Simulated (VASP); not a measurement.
# Ir in VASP: further runs

Ir is run at these levels: r2SCAN; tasks: single point.

All numbers are computed with VASP 6.6.1; they aren't measurements. Logs are shortened: lines on timing, memory, paths and dates and some standing lists are left out, and cuts for length are marked.

### Step 1. The cell of the first run

It takes space group Immm (No. 71, orthorhombic). Conventional cell: a = 2.715 Å, b = 2.745 Å, c = 3.831 Å, α = 90.00°, β = 90.00°, γ = 90.00°. Ir (site symmetry mmm) has 12 Ir at 2.72 to 2.75 Å within 3.6 Å.

### Step 2. Single point, r2SCAN (uniaxial strain along a: +1.0 %, then relaxed in part)

POSCAR

```
Ir
1.0
    1.9413096666      1.9413096666      0.0000000000
   -1.9199615731      1.9199615731      0.0000000000
    0.0000000000      0.0000000000      3.8314380620
Ir
2
Direct
    0.0000000000      0.0000000000      0.0000000000
    0.5000000000      0.5000000000      0.5000000000
```

INCAR.step1

```
PREC = Accurate
ENCUT = 520
ISMEAR = 0
SIGMA = 0.1
LREAL = False
LASPH = True
NELM = 60
NBANDS = 16
GGA = PE
ALGO = Normal
EDIFF = 1E-4
LWAVE = True
LCHARG = False
```

INCAR.step2

```
PREC = Accurate
ENCUT = 520
EDIFF = 1E-6
ISMEAR = 0
SIGMA = 0.1
LREAL = False
LASPH = True
NELM = 60
ALGO = Normal
ISIF = 2
LWAVE = False
LCHARG = True
METAGGA = R2SCAN
LMIXTAU = True
LELF = True
LVHAR = True
NBANDS = 16
ISTART = 1
```

KPOINTS

```
regular mesh
0
Gamma
  20 20 14
```

Potentials or basis: VASP PAW PBE potentials, release 64 (Ir).

The run is started by

```bash
$ cat potpaw_PBE.64/Ir/POTCAR > POTCAR
$ cp INCAR.step1 INCAR
$ mpirun -np 1 vasp_std > vasp.out
$ cp INCAR.step2 INCAR
$ mpirun -np 1 vasp_std > vasp.out
```

OUTCAR:

```text
PREC = Accurate
   ENCUT = 520
   EDIFF = 1E-6
   ISMEAR = 0
   LREAL = False
   LASPH = True
   NELM = 60
   ISIF = 2
   METAGGA = R2SCAN
   ISTART = 1

 ion  position               nearest neighbor table
   1  0.000  0.000  0.000-   2 2.72   2 2.72   2 2.72   2 2.72   2 2.72   2 2.72   2 2.72   2 2.72

   2  0.500  0.500  0.500-   1 2.72   1 2.72   1 2.72   1 2.72   1 2.72   1 2.72   1 2.72   1 2.72

  LATTYP: Found a simple orthorhombic cell.
 ALAT       =     2.7152356959
 B/A-ratio  =     1.0111190212
 C/A-ratio  =     1.4110885724

  Lattice vectors:

 A1 = (   1.9199615731,  -1.9199615731,   0.0000000000)
 A2 = (   1.9413096666,   1.9413096666,   0.0000000000)
 A3 = (   0.0000000000,   0.0000000000,   3.8314380620)

Analysis of symmetry for initial positions (statically):
=====================================================================
 Subroutine PRICEL returns following result:

  LATTYP: Found a body centered orthorhombic cell.
 ALAT       =     2.7152356959
 B/A-ratio  =     1.0111190212
 C/A-ratio  =     1.4110885724

  Lattice vectors:

 A1 = (   1.9306356198,   0.0106740468,  -1.9157190310)
 A2 = (  -1.9306356198,  -0.0106740468,  -1.9157190310)
 A3 = (   0.0106740467,   1.9306356199,   1.9157190310)

   2 primitive cells build up your supercell.

 Routine SETGRP: Setting up the symmetry group for a
 simple orthorhombic supercell.

 Subroutine GETGRP returns: Found  8 space group operations
 (whereof  8 operations were pure point group operations)
 out of a pool of  8 trial point group operations.

The static configuration has the point symmetry D_2h.

Analysis of symmetry for dynamics (positions and initial velocities):
=====================================================================
 Subroutine PRICEL returns following result:

  LATTYP: Found a body centered orthorhombic cell.
 ALAT       =     2.7152356959
 B/A-ratio  =     1.0111190212
 C/A-ratio  =     1.4110885724

  Lattice vectors:

 A1 = (   1.9306356198,   0.0106740468,  -1.9157190310)
 A2 = (  -1.9306356198,  -0.0106740468,  -1.9157190310)
 A3 = (   0.0106740467,   1.9306356199,   1.9157190310)

   2 primitive cells build up your supercell.

 Routine SETGRP: Setting up the symmetry group for a
 simple orthorhombic supercell.

 Subroutine GETGRP returns: Found  8 space group operations
 (whereof  8 operations were pure point group operations)
 out of a pool of  8 trial point group operations.

The dynamic configuration has the point symmetry D_2h.

 Subroutine INISYM returns: Found  8 space group operations
 (whereof  8 operations are pure point group operations),
 and found     2 'primitive' translations

----------------------------------------------------------------------------------------

                                     Primitive cell

  volume of cell :      14.2807

  direct lattice vectors                    reciprocal lattice vectors
     1.930635620  0.010674047 -1.915719031     0.257558085  0.257558085 -0.260998608
    -1.930635620 -0.010674047 -1.915719031    -0.260421879  0.260421879 -0.260998608
     0.010674047  1.930635620  1.915719031    -0.002863794  0.517979964  0.000000000

  length of vectors
     2.719824854  2.719824854  2.719824854     0.448098881  0.451397146  0.517987880

  position of ions in fractional coordinates (direct lattice)
     0.000000000  0.000000000  0.000000000

  ion indices of the primitive-cell ions
   primitive index   ion index
                 1           1

----------------------------------------------------------------------------------------

 KPOINTS: regular mesh

Automatic generation of k-mesh.
 Grid dimensions read from file:
 generate k-points for:   20   20   14

 Generating k-lattice:

  Cartesian coordinates                     Fractional coordinates (reciprocal lattice)
     0.012877904  0.012877904  0.000000000     0.050000000  0.000000000  0.000000000
    -0.013021094  0.013021094  0.000000000     0.000000000  0.050000000  0.000000000
     0.000000000  0.000000000  0.018642758     0.000000000  0.000000000  0.071428571

  Length of vectors
     0.018212107  0.018414608  0.018642758

  Shift w.r.t. Gamma in fractional coordinates (k-lattice)
     0.000000000  0.000000000  0.000000000

 Subroutine IBZKPT returns following result:
 ===========================================

 Found    968 irreducible k-points:

 Following reciprocal coordinates:
            Coordinates               Weight
  0.000000  0.000000  0.000000      1.000000
  0.050000  0.000000  0.000000      2.000000
  0.100000  0.000000  0.000000      2.000000
  0.150000  0.000000  0.000000      2.000000
  0.200000  0.000000  0.000000      2.000000
  0.250000  0.000000  0.000000      2.000000
[... 16 lines left out ...]
  0.000000  0.100000  0.000000      2.000000
  0.050000  0.100000  0.000000      4.000000
 [... further k-points ...]
   k-points           NKPTS =    968   k-points in BZ     NKDIM =    968   number of bands    NBANDS=     16
   number of dos      NEDOS =    301   number of ions     NIONS =      2
   total plane-waves  NPLWV =  11200
   dimension x,y,z NGX =    20 NGY =   20 NGZ =   28
   dimension x,y,z NGXF=    40 NGYF=   40 NGZF=   56
   ions per type =               2
   NGX,Y,Z   is equivalent  to a cutoff of  12.11, 12.25, 12.15 a.u.
   NGXF,Y,Z  is equivalent  to a cutoff of  24.22, 24.49, 24.30 a.u.
 SYSTEM =  unknown system
   PREC   = accura    normal or accurate (medium, high low for compatibility)
   ISTART =      1    job   : 0-new  1-cont  2-samecut
   ICHARG =      0    charge: 1-file 2-atom 10-const
   ISPIN  =      1    spin polarized calculation?
   LNONCOLLINEAR =      F non collinear calculations
   LSORBIT =      F    spin-orbit coupling
   LASPH  =      T    aspherical Exc in radial PAW
   ENCUT  =  520.0 eV  38.22 Ry    6.18 a.u.   5.10  5.05  7.12*2*pi/ulx,y,z
   NELM   =     60;   NELMIN=  2; NELMDL=  0     # of ELM steps
   EDIFF  = 0.1E-05   stopping-criterion for ELM
   LREAL  =      F    real-space projection
   EDIFFG = 0.1E-04   stopping-criterion for IOM
   NSW    =      0    number of steps for IOM
   IBRION =     -1    ionic relax: 0-MD 1-quasi-New 2-CG
   NFREE  =      0    steps in history (QN), initial steepest desc. (CG)
   ISIF   =      2    stress and relaxation
   ISYM   =      2    0-nonsym 1-usesym 2-fastsym
   POTIM  = 0.5000    time-step for ionic-motion
   TEBEG  =    0.0;   TEEND  =   0.0 temperature during run
   PSTRESS=    0.0 pullay stress
   NELECT =      18.0000    total number of electrons
   NUPDOWN=      -1.0000    fix difference up-down
   EMIN   =  10.00;   EMAX   =-10.00  energy-range for DOS
   EFERMI =   0.00;   METHOD = LEGACY
   ISMEAR =     0;   SIGMA  =   0.10  broadening in eV -4-tet -1-fermi 0-gaus
   EFERMI_NEDOS =   21; number of points for ismear=-14 and -15
   IALGO  =     38    algorithm
   IMIX   =      4    mixing-type and parameters
     AMIX     =   0.40;   BMIX     =  1.00
     AMIX_MAG =   1.60;   BMIX_MAG =  1.00
  volume/ion in A,a.u.               =      14.28        96.37
  Fermi-wavevector in a.u.,A,eV,Ry     =   1.403587  2.652394 26.804238  1.970056
  Thomas-Fermi vector in A             =   2.526234
   LORBIT       =      0    0 simple, 1 ext, 2 COOP (PROOUT), +10 PAW based schemes
   METAGGA = R2SCAN    functional components
   LHFCALC =     F    Hartree Fock is set to
   AEXX    =    0.0000 exact exchange contribution
   IVDW    =     0    specifies the selected vdW correction
   LEPSILON=     F    determine dielectric tensor
   LRPA    =     F    only Hartree local field effects (RPA)
 non-spin polarized calculation
 Gauss-broadening in eV      SIGMA  =   0.10
  energy-cutoff  :      520.00
  volume of cell :       28.56
 maximum number of plane-waves:       786
   NGX = 11   NGY = 11   NGZ = 15

 number of electron      17.9999995 magnetization

 Free energy of the ion-electron system (eV)
  ---------------------------------------------------
  ext. energy  EPLUGINS =         0.00000000
  ---------------------------------------------------
  free energy    TOTEN  =      -104.73509102 eV

  energy without entropy =     -104.72701466  energy(sigma->0) =     -104.73105284

 E-fermi :   9.9914     XC(G=0): -15.2632

 val. band max:        9.9911939020   @ k =   0.1000   0.4000   0.0714
 cond. band min:       9.9916299767   @ k =   0.0000   0.1500   0.0000
 fundamental gap:      0.0004360747
 Fermi energy:         9.9914000690

 k-point     1 :       0.0000    0.0000    0.0000
  band No.  band energies     occupation
      1      -1.4111      2.00000
      2       1.9219      2.00000
      3       2.4859      2.00000
      4       5.9494      2.00000
      5       6.1246      2.00000
      6       6.1361      2.00000
[... 8 lines left out ...]
     15      22.4214      0.00000
     16      25.1358      0.00000

 k-point     2 :       0.0500    0.0000    0.0000
  band No.  band energies     occupation
      1      -1.3355      2.00000
      2       1.9776      2.00000
      3       2.5381      2.00000
      4       5.9073      2.00000
      5       6.1541      2.00000
      6       6.1732      2.00000
[... 8 lines left out ...]
     15      22.6078      0.00000
     16      25.2639      0.00000

 k-point     3 :       0.1000    0.0000    0.0000
  band No.  band energies     occupation
      1      -1.1118      2.00000
      2       2.1305      2.00000
      3       2.7019      2.00000
      4       5.7883      2.00000
      5       6.2419      2.00000
      6       6.2754      2.00000
[... 8 lines left out ...]
     15      23.1439      0.00000
     16      25.6344      0.00000
[... 362 lines left out ...]
 k-point    23 :       0.0000    0.1000    0.0000
  band No.  band energies     occupation
      1      -1.1030      2.00000
      2       2.1477      2.00000
      3       2.7078      2.00000
      4       5.9412      2.00000
      5       6.0711      2.00000
      6       6.3111      2.00000
[... 8 lines left out ...]
     15      22.7373      0.00000
     16      25.6629      0.00000

 k-point    24 :       0.0500    0.1000    0.0000
  band No.  band energies     occupation
      1      -1.0284      2.00000
      2       2.2085      2.00000
      3       2.7540      2.00000
      4       5.7977      2.00000
      5       6.2050      2.00000
      6       6.3538      2.00000
[... 8 lines left out ...]
     15      23.0770      0.00000
     16      25.7896      0.00000

 [... further k-points ...]

------------------------ aborting loop because EDIFF is reached ----------------------------------------

  FORCE on cell =-STRESS in cart. coord.  units (eV):
  Direction    XX          YY          ZZ          XY          YZ          ZX
  --------------------------------------------------------------------------------------
  -------------------------------------------------------------------------------------
  Total       -0.1043398     -0.1043398      0.4295361     -0.5369456      0.0000000      0.0000000
  in kB       -5.8530374     -5.8530374     24.0952312    -30.1204655      0.0000000      0.0000000
  external PRESSURE =       4.1297188 kB  Pullay stress =       0.0000000 kB

 VOLUME and BASIS-vectors are now :
 -----------------------------------------------------------------------------
  energy-cutoff  :      520.00
  volume of cell :       28.56
      direct lattice vectors                 reciprocal lattice vectors
     1.941309667  1.941309667  0.000000000     0.257558085  0.257558085  0.000000000
    -1.919961573  1.919961573  0.000000000    -0.260421879  0.260421879  0.000000000
     0.000000000  0.000000000  3.831438062     0.000000000  0.000000000  0.260998608

 POSITION                                       TOTAL-FORCE (eV/Angst)
 -----------------------------------------------------------------------------------
      0.00000      0.00000      0.00000         0.000000     -0.000000      0.000000
      0.01067      1.93064      1.91572        -0.000000      0.000000     -0.000000
 -----------------------------------------------------------------------------------
    total drift:                               -0.000000      0.000000      0.000000

  FREE ENERGIE OF THE ION-ELECTRON SYSTEM (eV)
  ---------------------------------------------------
  free  energy   TOTEN  =      -104.7350910238 eV

  energy  without entropy=     -104.7270146552  energy(sigma->0) =     -104.73105284
```

Run time: 15 min. Hardware: 1 thread of Intel Xeon Platinum 8259CL at 2.50GHz (Skylake/Cascade Lake), shared host; peak memory 0.45 GiB.

What came out:

```
Free energy            : -104.7351 eV
Pressure               : 0.4 GPa
Band gap on the k mesh : zero (bands 9 and 10 overlap by 3.44 eV)
```

Caveat: the cell differs from its parent crystal (uniaxial strain along a: +1.0 %, then relaxed in part); the PAW data sets were made with another functional, which shifts forces and pressure a little; spin-orbit coupling is left out, which moves the levels of the heavy elements.

### Step 3. Single point, r2SCAN (equal strain along all axes, cell held: +3.0 %)

POSCAR

```
Ir
1.0
    1.9797514422      1.9797514422      0.0000000000
   -1.9797514422      1.9797514422      0.0000000000
    0.0000000000      0.0000000000      3.9595028843
Ir
2
Direct
    0.0000000000      0.0000000000      0.0000000000
    0.5000000000      0.5000000000      0.5000000000
```

INCAR.step1

```
  PREC = Accurate
  ENCUT = 520
  ISMEAR = 0
  SIGMA = 0.1
  LREAL = F
  LASPH = T
  NELM = 60
  NBANDS = 16
  GGA = PE
  ALGO = Normal
  EDIFF = 1E-4
  LWAVE = T
  LCHARG = F
```

INCAR.step2

```
  PREC = Accurate
  ENCUT = 520
  EDIFF = 1E-7
  ISMEAR = 0
  SIGMA = 0.1
  LREAL = F
  LASPH = T
  NELM = 60
  ALGO = Normal
  ISIF = 2
  LWAVE = F
  LCHARG = F
  METAGGA = R2SCAN
  LMIXTAU = T
  NBANDS = 16
  ISTART = 1
```

KPOINTS

```
Automatic mesh
0
Gamma
  20 20 14
```

Potentials or basis: VASP PAW PBE potentials, release 64 (Ir).

The run is started by

```bash
$ cat potpaw_PBE.64/Ir/POTCAR > POTCAR
$ cp INCAR.step1 INCAR
$ mpirun -np 1 vasp_std > vasp.out
$ cp INCAR.step2 INCAR
$ mpirun -np 1 vasp_std > vasp.out
```

OUTCAR:

```text
PREC = Accurate
   ENCUT = 520
   EDIFF = 1E-7
   ISMEAR = 0
   LREAL = F
   LASPH = T
   NELM = 60
   ISIF = 2
   METAGGA = R2SCAN
   ISTART = 1

 ion  position               nearest neighbor table
   1  0.000  0.000  0.000-   2 2.80   2 2.80   2 2.80   2 2.80   2 2.80   2 2.80   2 2.80   2 2.80

   2  0.500  0.500  0.500-   1 2.80   1 2.80   1 2.80   1 2.80   1 2.80   1 2.80   1 2.80   1 2.80

  LATTYP: Found a simple tetragonal cell.
 ALAT       =     2.7997913397
 C/A-ratio  =     1.4142135623

  Lattice vectors:

 A1 = (   1.9797514422,   1.9797514422,   0.0000000000)
 A2 = (  -1.9797514422,   1.9797514422,   0.0000000000)
 A3 = (   0.0000000000,   0.0000000000,   3.9595028843)

Analysis of symmetry for initial positions (statically):
=====================================================================
 Subroutine PRICEL returns following result:

  LATTYP: Found a face centered cubic cell.
 ALAT       =     3.9595028844

[... 181 lines left out ...]
  ---------------------------------------------------
  free energy    TOTEN  =      -104.53085069 eV

  energy without entropy =     -104.52161707  energy(sigma->0) =     -104.52623388

 E-fermi :   8.6112     XC(G=0): -14.6918

 val. band max:        8.6082531602   @ k =   0.3500   0.3000   0.3571
 cond. band min:       8.6116309209   @ k =   0.3500   0.2500   0.3571
 fundamental gap:      0.0033777608
 Fermi energy:         8.6112136067

 k-point     1 :       0.0000    0.0000    0.0000
  band No.  band energies     occupation
      1      -1.8897      2.00000
      2       1.4823      2.00000
      3       2.0035      2.00000
      4       5.1705      2.00000
      5       5.1705      2.00000
      6       5.1715      2.00000
[... 433 lines left out ...]
      3       2.9417      2.00000
      4       4.3728      2.00000
      5       5.7725      2.00000
      6       5.8485      2.00000
[... 8 lines left out ...]
     15      22.1157      0.00000
     16      25.8997      0.00000

 [... further k-points ...]

------------------------ aborting loop because EDIFF is reached ----------------------------------------

  FORCE on cell =-STRESS in cart. coord.  units (eV):
  Direction    XX          YY          ZZ          XY          YZ          ZX
  --------------------------------------------------------------------------------------
  -------------------------------------------------------------------------------------
  Total       -4.8716473     -4.8716473     -4.8561983      0.0000000      0.0000000      0.0000000
  in kB     -251.4747723   -251.4747723   -250.6772969      0.0000000      0.0000000      0.0000000
  external PRESSURE =    -251.2089471 kB  Pullay stress =       0.0000000 kB

 VOLUME and BASIS-vectors are now :
 -----------------------------------------------------------------------------
  energy-cutoff  :      520.00
  volume of cell :       31.04
      direct lattice vectors                 reciprocal lattice vectors
     1.979751442  1.979751442  0.000000000     0.252556957  0.252556957  0.000000000
    -1.979751442  1.979751442  0.000000000    -0.252556957  0.252556957  0.000000000
     0.000000000  0.000000000  3.959502884     0.000000000  0.000000000  0.252556957

 POSITION                                       TOTAL-FORCE (eV/Angst)
 -----------------------------------------------------------------------------------
      0.00000      0.00000      0.00000         0.000000      0.000000     -0.000000
      0.00000      1.97975      1.97975        -0.000000     -0.000000      0.000000
 -----------------------------------------------------------------------------------
    total drift:                               -0.000000      0.000000     -0.000000

  FREE ENERGIE OF THE ION-ELECTRON SYSTEM (eV)
  ---------------------------------------------------
  free  energy   TOTEN  =      -104.5308506915 eV

  energy  without entropy=     -104.5216170708  energy(sigma->0) =     -104.52623388
```

OUTCAR.step1:

```text
PREC = Accurate
   ENCUT = 520
   ISMEAR = 0
   LREAL = F
   LASPH = T
[... 697 lines left out ...]
 -----------------------------------------------------------------------------------
      0.00000      0.00000      0.00000         0.000000     -0.000000     -0.000000
      0.00000      1.97975      1.97975         0.000000      0.000000      0.000000
 -----------------------------------------------------------------------------------
    total drift:                               -0.000000      0.000000     -0.000000

  FREE ENERGIE OF THE ION-ELECTRON SYSTEM (eV)
  ---------------------------------------------------
  free  energy   TOTEN  =       -17.5757728817 eV

  energy  without entropy=      -17.5658112318  energy(sigma->0) =      -17.57079206
```

Wall time 16 min (1 thread of Intel Xeon 8259CL, shared host); peak memory 0.34 GiB.

What came out:

* Free energy: -104.5309 eV
* Pressure: -25.1 GPa
* Band gap on the k mesh: zero (bands 9 and 10 overlap by 2.97 eV)

Levels at points of the mesh, in eV from the Fermi level:
| k point | band 7 | band 8 | band 9 | band 10 | band 11 | band 12 |
| --- | --- | --- | --- | --- | --- | --- |
| (0.00, 0.00, 0.00) | -1.12 | -1.12 | 0.71 | 1.35 | 1.35 | 1.83 |
| (0.50, 0.00, 0.00) | -2.18 | -2.18 | -1.15 | -1.15 | 2.64 | 2.64 |
| (0.50, 0.50, 0.00) | 1.35 | 1.35 | 1.35 | 1.35 | 1.83 | 1.83 |
| (0.00, 0.00, 0.50) | -1.62 | -1.62 | -1.62 | -1.62 | -0.26 | -0.26 |
| (0.50, 0.00, 0.50) | -0.41 | -0.41 | 0.80 | 0.80 | 0.80 | 0.80 |
| (0.50, 0.50, 0.50) | -1.59 | -1.59 | 1.35 | 1.35 | 7.89 | 7.89 |

Caveat: the cell differs from its parent crystal (equal strain along all axes, cell held: +3.0 %); the cell stands under tension; the PAW data sets were made with another functional, which shifts forces and pressure a little; spin-orbit coupling is left out, which moves the levels of the heavy elements.

(Part 1 of 2 ends here.)
